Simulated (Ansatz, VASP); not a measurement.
KBr in VASP and in Ansatz

```
K Br
1.0
    -2.37896    3.29115    2.36048
     2.37896   -3.29115    2.36048
     2.37896    3.29115   -2.36048
K Br
1 1
Direct
  0.00000 0.00000 0.00000
  0.50000 0.00000 0.50000
```

Alike in both runs: functional PBE; k mesh 4 × 4 × 4; occupations gaussian, width 0.15 eV; no spin polarisation.

Ansatz relaxed the structure, and its values are those at the end. VASP's run is a single point on that final structure, the one shown.

```csv
,VASP,Ansatz
version,VASP 6.6.1,Ansatz 0.2.0
potentials or method,"VASP PAW PBE potentials, release 64 (K_sv, Br), cutoff 500 eV","scalar-relativistic, plane waves, PAW"
valence electrons in the cell,16,16
```

|  | VASP | Ansatz | Ansatz less VASP |
| --- | --- | --- | --- |
| gap on the k mesh at the Fermi level (eV) | 4.35 | 4.35 | +0.001 |
| least direct gap on the mesh (eV) | 4.35 | 4.35 | +0.001 |
| pressure (GPa) | 0.3 | 0.3 | -0.03 |

The k mesh is coarse, so the values compare programs but aren't converged.
